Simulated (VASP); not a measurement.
# Hf3N (Pm-3m) in VASP: notebook

Hf3N is run at these levels: PBE; tasks: single point, relaxation of cell and atoms.

All numbers are computed with VASP 6.6.1; they aren't measurements. Logs are shortened: lines on timing, memory, paths and dates and some standing lists are left out, and cuts for length are marked.

## 1. The cell of the first run

Symmetry: Pm-3m, No. 221, cubic system. The conventional cell has a = 4.396 Å, b = 4.396 Å, c = 4.396 Å, α = 90.00°, β = 90.00°, γ = 90.00°. Hf (site symmetry 4/mmm) has 2 N at 2.20 Å within 2.9 Å. Within 2.9 Å of N (site symmetry m-3m) lie 6 Hf at 2.20 Å.

## 2. Single point, PBE

INCAR reads:

```
PREC = Accurate
ENCUT = 520
EDIFF = 1E-6
ISMEAR = 0
SIGMA = 0.1
LREAL = False
LASPH = True
NELM = 80
ALGO = Normal
ISIF = 2
LWAVE = False
LCHARG = False
GGA = PE
NBANDS = 45
```

KPOINTS reads:

```
regular mesh
0
Gamma
  4 4 4
```

POSCAR reads:

```
Hf3N
1.0
    0.0000000000      4.3955386327      4.3955386327
    4.3955386327      0.0000000000      4.3955386327
    4.3955386327      4.3955386327      0.0000000000
Hf N
6 2
Direct
    0.7499906357      0.2500093643      0.7499906357
    0.2500093643      0.2500093643      0.7499906357
    0.2500093643      0.7499906357      0.2500093643
    0.2500093643      0.7499906357      0.7499906357
    0.7499906357      0.2500093643      0.2500093643
    0.7499906357      0.7499906357      0.2500093643
    0.5000000000      0.5000000000      0.5000000000
    0.0000000000      0.0000000000      0.0000000000
```

Potentials or basis: VASP PAW PBE potentials, release 64 (Hf_pv, N).

Launch:

```console
> cat potpaw_PBE.64/Hf_pv/POTCAR potpaw_PBE.64/N/POTCAR > POTCAR
> mpirun -np 1 vasp_std > vasp.out
```

OUTCAR:

```text
PREC = Accurate
   ENCUT = 520
   EDIFF = 1E-6
   ISMEAR = 0
   LREAL = False
   LASPH = True
   NELM = 80
   ISIF = 2
   GGA = PE

 ion  position               nearest neighbor table
   1  0.750  0.250  0.750-   7 2.20   8 2.20   5 3.11   6 3.11   2 3.11   4 3.11   2 3.11   4 3.11
                             5 3.11   6 3.11
   2  0.250  0.250  0.750-   7 2.20   8 2.20   4 3.11   5 3.11   1 3.11   3 3.11   3 3.11   4 3.11
                             5 3.11   1 3.11
   3  0.250  0.750  0.250-   7 2.20   8 2.20   5 3.11   6 3.11   2 3.11   4 3.11   2 3.11   4 3.11
                             5 3.11   6 3.11
   4  0.250  0.750  0.750-   7 2.20   8 2.20   3 3.11   6 3.11   1 3.11   2 3.11   2 3.11   3 3.11
                             1 3.11   6 3.11
   5  0.750  0.250  0.250-   7 2.20   8 2.20   3 3.11   6 3.11   1 3.11   2 3.11   2 3.11   3 3.11
                             1 3.11   6 3.11
   6  0.750  0.750  0.250-   7 2.20   8 2.20   4 3.11   5 3.11   1 3.11   3 3.11   5 3.11   1 3.11
                             3 3.11   4 3.11
   7  0.500  0.500  0.500-   1 2.20   2 2.20   3 2.20   4 2.20   5 2.20   6 2.20
   8  0.000  0.000  0.000-   1 2.20   2 2.20   3 2.20   4 2.20   5 2.20   6 2.20

  LATTYP: Found a face centered cubic cell.
 ALAT       =     8.7910772654

  Lattice vectors:

 A1 = (   0.0000000000,   4.3955386327,   4.3955386327)
 A2 = (   4.3955386327,   0.0000000000,   4.3955386327)
 A3 = (   4.3955386327,   4.3955386327,   0.0000000000)

Analysis of symmetry for initial positions (statically):
=====================================================================
 Subroutine PRICEL returns:
 Original cell was already a primitive cell.

 Routine SETGRP: Setting up the symmetry group for a
 face centered cubic supercell.

 Subroutine GETGRP returns: Found 48 space group operations
 (whereof 48 operations were pure point group operations)
 out of a pool of 48 trial point group operations.

The static configuration has the point symmetry O_h .

Analysis of symmetry for dynamics (positions and initial velocities):
=====================================================================
 Subroutine PRICEL returns:
 Original cell was already a primitive cell.

 Routine SETGRP: Setting up the symmetry group for a
 face centered cubic supercell.

 Subroutine GETGRP returns: Found 48 space group operations
 (whereof 48 operations were pure point group operations)
 out of a pool of 48 trial point group operations.

The dynamic configuration has the point symmetry O_h .

 Subroutine INISYM returns: Found 48 space group operations
 (whereof 48 operations are pure point group operations),
 and found     1 'primitive' translations

----------------------------------------------------------------------------------------

                                     Primitive cell

  volume of cell :     169.8503

  direct lattice vectors                    reciprocal lattice vectors
     0.000000000  4.395538633  4.395538633    -0.113751702  0.113751702  0.113751702
     4.395538633  0.000000000  4.395538633     0.113751702 -0.113751702  0.113751702
     4.395538633  4.395538633  0.000000000     0.113751702  0.113751702 -0.113751702

  length of vectors
     6.216230348  6.216230348  6.216230348     0.197023727  0.197023727  0.197023727

  position of ions in fractional coordinates (direct lattice)
     0.749990636  0.250009364  0.749990636
     0.250009364  0.250009364  0.749990636
     0.250009364  0.749990636  0.250009364
     0.250009364  0.749990636  0.749990636
     0.749990636  0.250009364  0.250009364
     0.749990636  0.749990636  0.250009364
     0.500000000  0.500000000  0.500000000
     0.000000000  0.000000000  0.000000000

  ion indices of the primitive-cell ions
   primitive index   ion index
                 1           1
                 2           2
                 3           3
                 4           4
                 5           5
                 6           6
                 7           7
                 8           8

----------------------------------------------------------------------------------------

 KPOINTS: regular mesh

Automatic generation of k-mesh.
 Grid dimensions read from file:
 generate k-points for:    4    4    4

 Generating k-lattice:

  Cartesian coordinates                     Fractional coordinates (reciprocal lattice)
    -0.028437925  0.028437925  0.028437925     0.250000000  0.000000000  0.000000000
     0.028437925 -0.028437925  0.028437925     0.000000000  0.250000000  0.000000000
     0.028437925  0.028437925 -0.028437925     0.000000000  0.000000000  0.250000000

  Length of vectors
     0.049255932  0.049255932  0.049255932

  Shift w.r.t. Gamma in fractional coordinates (k-lattice)
     0.000000000  0.000000000  0.000000000

 Subroutine IBZKPT returns following result:
 ===========================================

 Found      8 irreducible k-points:

 Following reciprocal coordinates:
            Coordinates               Weight
  0.000000  0.000000  0.000000      1.000000
  0.250000  0.000000  0.000000      8.000000
  0.500000  0.000000  0.000000      4.000000
  0.250000  0.250000  0.000000      6.000000
  0.500000  0.250000  0.000000     24.000000
 -0.250000  0.250000  0.000000     12.000000
  0.500000  0.500000  0.000000      3.000000
 -0.250000  0.500000  0.250000      6.000000
   k-points           NKPTS =      8   k-points in BZ     NKDIM =      8   number of bands    NBANDS=     45
   number of dos      NEDOS =    301   number of ions     NIONS =      8
   total plane-waves  NPLWV = 110592
   dimension x,y,z NGX =    48 NGY =   48 NGZ =   48
   dimension x,y,z NGXF=    96 NGYF=   96 NGZF=   96
   ions per type =               6   2
   NGX,Y,Z   is equivalent  to a cutoff of  12.84, 12.84, 12.84 a.u.
   NGXF,Y,Z  is equivalent  to a cutoff of  25.67, 25.67, 25.67 a.u.
 SYSTEM =  unknown system
   PREC   = accura    normal or accurate (medium, high low for compatibility)
   ISTART =      0    job   : 0-new  1-cont  2-samecut
   ICHARG =      2    charge: 1-file 2-atom 10-const
   ISPIN  =      1    spin polarized calculation?
   LNONCOLLINEAR =      F non collinear calculations
   LSORBIT =      F    spin-orbit coupling
   LASPH  =      T    aspherical Exc in radial PAW
   ENCUT  =  520.0 eV  38.22 Ry    6.18 a.u.  11.56 11.56 11.56*2*pi/ulx,y,z
   NELM   =     80;   NELMIN=  2; NELMDL= -5     # of ELM steps
   EDIFF  = 0.1E-05   stopping-criterion for ELM
   LREAL  =      F    real-space projection
[... 7 lines left out ...]
   TEBEG  =    0.0;   TEEND  =   0.0 temperature during run
   PSTRESS=    0.0 pullay stress
   NELECT =      70.0000    total number of electrons
   NUPDOWN=      -1.0000    fix difference up-down
   EMIN   =  10.00;   EMAX   =-10.00  energy-range for DOS
   EFERMI =   0.00;   METHOD = LEGACY
   ISMEAR =     0;   SIGMA  =   0.10  broadening in eV -4-tet -1-fermi 0-gaus
   EFERMI_NEDOS =   21; number of points for ismear=-14 and -15
   IALGO  =     38    algorithm
   IMIX   =      4    mixing-type and parameters
     AMIX     =   0.40;   BMIX     =  1.00
     AMIX_MAG =   1.60;   BMIX_MAG =  1.00
  volume/ion in A,a.u.               =      21.23       143.28
  Fermi-wavevector in a.u.,A,eV,Ry     =   1.218294  2.302242 20.194312  1.484240
  Thomas-Fermi vector in A             =   2.353585
   LORBIT       =      0    0 simple, 1 ext, 2 COOP (PROOUT), +10 PAW based schemes
   GGA     = PE    functional components
   LHFCALC =     F    Hartree Fock is set to
   AEXX    =    0.0000 exact exchange contribution
   IVDW    =     0    specifies the selected vdW correction
   LEPSILON=     F    determine dielectric tensor
   LRPA    =     F    only Hartree local field effects (RPA)
 non-spin polarized calculation
 Gauss-broadening in eV      SIGMA  =   0.10
  energy-cutoff  :      520.00
  volume of cell :      169.85
 maximum number of plane-waves:      4621
 NGX is ok and might be reduce to    48

 number of electron      70.0000010 magnetization

 Free energy of the ion-electron system (eV)
  ---------------------------------------------------
  ext. energy  EPLUGINS =         0.00000000
  ---------------------------------------------------
  free energy    TOTEN  =       -77.30160362 eV

  energy without entropy =      -77.26879758  energy(sigma->0) =      -77.28520060

 E-fermi :   3.7151     XC(G=0): -10.5058

 val. band max:        3.6665835526   @ k =   0.5000   0.0000   0.0000
 cond. band min:       3.8003099768   @ k =   0.2500   0.0000   0.0000
 fundamental gap:      0.1337264242
 Fermi energy:         3.7151229242

 k-point     1 :       0.0000    0.0000    0.0000
  band No.  band energies     occupation
      1     -27.7682      2.00000
      2     -27.3043      2.00000
      3     -27.3043      2.00000
      4     -27.3043      2.00000
      5     -27.1876      2.00000
      6     -27.1876      2.00000
[... 37 lines left out ...]
     44       6.9787      0.00000
     45       6.9787      0.00000

 k-point     2 :       0.2500    0.0000    0.0000
  band No.  band energies     occupation
      1     -27.6652      2.00000
      2     -27.3365      2.00000
      3     -27.2225      2.00000
      4     -27.2225      2.00000
      5     -27.1525      2.00000
      6     -27.1456      2.00000
[... 37 lines left out ...]
     44       6.8617      0.00000
     45       6.8620      0.00000

 k-point     3 :       0.5000    0.0000    0.0000
  band No.  band energies     occupation
      1     -27.4585      2.00000
      2     -27.4583      2.00000
      3     -27.0857      2.00000
      4     -27.0857      2.00000
      5     -27.0857      2.00000
      6     -27.0857      2.00000
[... 37 lines left out ...]
     44       5.7638      0.00000
     45       6.7452      0.00000

 k-point     4 :       0.2500    0.2500    0.0000
  band No.  band energies     occupation
      1     -27.6309      2.00000
      2     -27.2530      2.00000
      3     -27.2530      2.00000
      4     -27.2273      2.00000
      5     -27.1883      2.00000
      6     -27.1088      2.00000
[... 37 lines left out ...]
     44       6.4876      0.00000
     45       6.6065      0.00000

 k-point     5 :       0.5000    0.2500    0.0000
  band No.  band energies     occupation
      1     -27.4550      2.00000
      2     -27.3283      2.00000
      3     -27.1479      2.00000
      4     -27.1386      2.00000
      5     -27.0704      2.00000
      6     -27.0368      2.00000
[... 37 lines left out ...]
     44       6.2692      0.00000
     45       6.3616      0.00000

 k-point     6 :      -0.2500    0.2500    0.0000
  band No.  band energies     occupation
      1     -27.5199      2.00000
      2     -27.3305      2.00000
      3     -27.1974      2.00000
      4     -27.1245      2.00000
      5     -27.0954      2.00000
      6     -27.0786      2.00000
[... 37 lines left out ...]
     44       6.2760      0.00000
     45       6.3167      0.00000

 k-point     7 :       0.5000    0.5000    0.0000
  band No.  band energies     occupation
      1     -27.4177      2.00000
      2     -27.1890      2.00000
      3     -27.1854      2.00000
      4     -27.1854      2.00000
      5     -27.0422      2.00000
      6     -26.9863      2.00000
[... 37 lines left out ...]
     44       6.3181      0.00000
     45       6.7580      0.00000

 k-point     8 :      -0.2500    0.5000    0.2500
  band No.  band energies     occupation
      1     -27.3299      2.00000
      2     -27.3296      2.00000
      3     -27.1189      2.00000
      4     -27.1189      2.00000
      5     -27.1144      2.00000
      6     -27.1144      2.00000
[... 37 lines left out ...]
     44       5.8406      0.00000
     45       7.1225      0.00000

------------------------ aborting loop because EDIFF is reached ----------------------------------------

  FORCE on cell =-STRESS in cart. coord.  units (eV):
  Direction    XX          YY          ZZ          XY          YZ          ZX
  --------------------------------------------------------------------------------------
  -------------------------------------------------------------------------------------
  Total       -0.8623961     -0.8623961     -0.8623961      0.0000000      0.0000000      0.0000000
  in kB       -8.1348787     -8.1348787     -8.1348787      0.0000000      0.0000000      0.0000000
  external PRESSURE =      -8.1348787 kB  Pullay stress =       0.0000000 kB

 VOLUME and BASIS-vectors are now :
 -----------------------------------------------------------------------------
  energy-cutoff  :      520.00
  volume of cell :      169.85
      direct lattice vectors                 reciprocal lattice vectors
     0.000000000  4.395538633  4.395538633    -0.113751702  0.113751702  0.113751702
     4.395538633  0.000000000  4.395538633     0.113751702 -0.113751702  0.113751702
     4.395538633  4.395538633  0.000000000     0.113751702  0.113751702 -0.113751702

 POSITION                                       TOTAL-FORCE (eV/Angst)
 -----------------------------------------------------------------------------------
      4.39554      6.59323      4.39554        -0.000000      0.001521      0.000000
      4.39554      4.39554      2.19785        -0.000000      0.000000     -0.001521
      4.39554      2.19785      4.39554        -0.000000     -0.001521      0.000000
      6.59323      4.39554      4.39554         0.001521      0.000000      0.000000
      2.19785      4.39554      4.39554        -0.001521      0.000000      0.000000
      4.39554      4.39554      6.59323        -0.000000      0.000000      0.001521
      4.39554      4.39554      4.39554        -0.000000      0.000000      0.000000
      0.00000      0.00000      0.00000        -0.000000      0.000000      0.000000
 -----------------------------------------------------------------------------------
    total drift:                               -0.000000      0.000000      0.000000

  FREE ENERGIE OF THE ION-ELECTRON SYSTEM (eV)
  ---------------------------------------------------
  free  energy   TOTEN  =       -77.3016036205 eV

  energy  without entropy=      -77.2687975833  energy(sigma->0) =      -77.28520060
```

Run time: 81 s. Hardware: 1 thread of Intel Xeon 6975P-C (Granite Rapids), shared host; peak memory 0.32 GiB.

What came out:

```
Free energy            : -77.3016 eV
Pressure               : -0.8 GPa
Band gap on the k mesh : zero (band 35 reaches 3.98 eV, above the bottom of band 36 at 3.58 eV)
```

Caveat: spin-orbit coupling is left out, which moves the levels of the heavy elements.

## 3. Single point, PBE

This run uses another cell than the first one: it holds 4 atoms, not 8.

INCAR reads:

```
SYSTEM = Hf3N
  PREC = Accurate
  ENCUT = 520
  EDIFF = 1E-6
  ISMEAR = 0
  SIGMA = 0.1
  LREAL = .False.
  LASPH = .True.
  NELM = 100
  ALGO = Normal
  ISIF = 2
  LWAVE = .False.
  LCHARG = .False.
  GGA = PE
  NBANDS = 26
```

KPOINTS reads:

```
regular mesh
0
Gamma
  10 10 10
  0 0 0
```

POSCAR reads:

```
Hf3N
1.0
    4.3969217806      0.0000000000      0.0000000000
    0.0000000000      4.3969217806      0.0000000000
    0.0000000000      0.0000000000      4.3969217806
Hf N
3 1
Direct
    0.0000000000      0.5000000000      0.0000000000
    0.0000000000      0.0000000000      0.5000000000
    0.5000000000      0.0000000000      0.0000000000
    0.0000000000      0.0000000000      0.0000000000
```

Potentials or basis: VASP PAW PBE potentials, release 64 (Hf_pv, N).

Launch:

```console
> cat potpaw_PBE.64/Hf_pv/POTCAR potpaw_PBE.64/N/POTCAR > POTCAR
> mpirun -np 1 vasp_std > vasp.out
```

Run time: 78 s. Hardware: 1 thread of Intel Xeon 6975P-C (Granite Rapids), shared host; peak memory 0.25 GiB.

It converged, with:

- Free energy: -38.6553 eV
- Pressure: -0.9 GPa

Levels at points of the mesh, in eV from the Fermi level:
```csv
k point,band 14,band 15,band 16,band 17,band 18,band 19,band 20,band 21,band 22,band 23
"(0.00, 0.00, 0.00)",-3.34,-1.61,-1.61,-1.61,-1.58,-1.58,3.24,3.24,3.24,4.41
"(0.50, 0.00, 0.00)",-2.97,-2.28,-1.22,-0.28,-0.28,0.30,1.52,2.22,2.97,3.27
"(0.50, 0.50, 0.00)",-1.07,-1.07,-0.97,0.11,0.76,0.76,0.94,0.94,1.35,2.58
"(0.50, 0.50, 0.50)",-2.07,0.26,0.26,0.26,1.07,1.07,1.07,1.56,1.56,1.56
```

Caveat: spin-orbit coupling is left out, which moves the levels of the heavy elements.

## 4. Relaxation of cell and atoms, PBE

This run uses another cell than the first one: it holds 4 atoms, not 8.

INCAR reads:

```
SYSTEM = Hf3N
PREC = Accurate ; ENCUT = 600
EDIFF = 1E-6 ; ISMEAR = 0
SIGMA = 0.1 ; LREAL = .FALSE.
LASPH = .TRUE. ; NELM = 100
ALGO = Normal ; ISIF = 3
LWAVE = .FALSE. ; LCHARG = .FALSE.
GGA = PE ; IBRION = 2
NSW = 100 ; EDIFFG = -0.01
```

KPOINTS reads:

```
Automatic mesh
0
G
  10 10 10
  0 0 0
```

POSCAR reads:

```
Hf3N
1.0
    4.3955386327      0.0000000000      0.0000000000
    0.0000000000      4.3955386327      0.0000000000
    0.0000000000      0.0000000000      4.3955386327
Hf N
3 1
Direct
    0.0000000000      0.5000000000      0.0000000000
    0.0000000000      0.0000000000      0.5000000000
    0.5000000000      0.0000000000      0.0000000000
    0.0000000000      0.0000000000      0.0000000000
```

Launch:

```console
> cat potpaw_PBE.64/Hf_pv/POTCAR potpaw_PBE.64/N/POTCAR > POTCAR
> mpirun -np 1 vasp_std > vasp.out
```

Run time: 4 min. Hardware: 1 thread of Intel Xeon 6975P-C (Granite Rapids), shared host; peak memory 0.27 GiB.

The run converged. Its results:

| Property | Result |
| --- | --- |
| Free energy | -38.6589 eV |
| Relaxed volume | 21.10 Å³/atom |
| Relaxed cell | a = 4.386 Å, b = 4.386 Å, c = 4.386 Å, α = 90.00°, β = 90.00°, γ = 90.00° |
| Space group after relaxing (to 0.05 Å) | Pm-3m (No. 221) |
| Energy gained by relaxing | 0.3 meV/atom |
| Ionic steps | 3 |
| Pressure after relaxing | 0.0 GPa |

The path:
| step | energy change (eV) | largest force (eV/Å) | pressure (GPa) | volume (Å³) |
| --- | --- | --- | --- | --- |
| 1 | 0.0000 | 0.0000 | -0.77 | 84.93 |
| 2 | 0.0012 | 0.0000 | 1.10 | 83.67 |
| 3 | -0.0013 | 0.0000 | 0.00 | 84.39 |

Final structure:
```
Hf N
1.0
     4.38636    0.00000    0.00000
     0.00000    4.38636    0.00000
     0.00000    0.00000    4.38636
Hf N
3 1
Direct
  0.00000 0.50000 0.00000
  0.00000 0.00000 0.50000
  0.50000 0.00000 0.00000
  0.00000 0.00000 0.00000
```

Levels at points of the mesh, in eV from the Fermi level:
| k point | band 16 | band 17 | band 18 | band 19 | band 20 | band 21 |
| --- | --- | --- | --- | --- | --- | --- |
| (0.00, 0.00, 0.00) | -1.63 | -1.63 | -1.59 | -1.59 | 3.27 | 3.27 |
| (0.50, 0.00, 0.00) | -1.24 | -0.29 | -0.29 | 0.30 | 1.54 | 2.23 |
| (0.50, 0.50, 0.00) | -0.98 | 0.10 | 0.77 | 0.77 | 0.95 | 0.95 |
| (0.50, 0.50, 0.50) | 0.26 | 0.26 | 1.07 | 1.07 | 1.07 | 1.58 |

Caveat: spin-orbit coupling is left out, which moves the levels of the heavy elements.

## 5. The runs side by side

```csv
task,cell,k mesh,cutoff (eV),gap on the mesh (eV),pressure (GPa)
single point,"a = 6.216 Å, angles 60.0°, 8 atoms",4 × 4 × 4,520,none,-0.8
single point,"a = 4.397 Å, 4 atoms",10 × 10 × 10,520,none,-0.9
relaxation of cell and atoms,"relaxed from a = 4.396 Å, 4 atoms",10 × 10 × 10,600,none,0.0
```

Alike in all rows: level PBE; potentials or basis VASP PAW PBE potentials, release 64 (Hf_pv, N); no spin polarisation; smearing gaussian 0.1 eV.

Caveats: spin-orbit coupling is left out, which moves the levels of the heavy elements.

Total energies depend on the potentials used, so only differences within one code and one set of settings carry meaning.
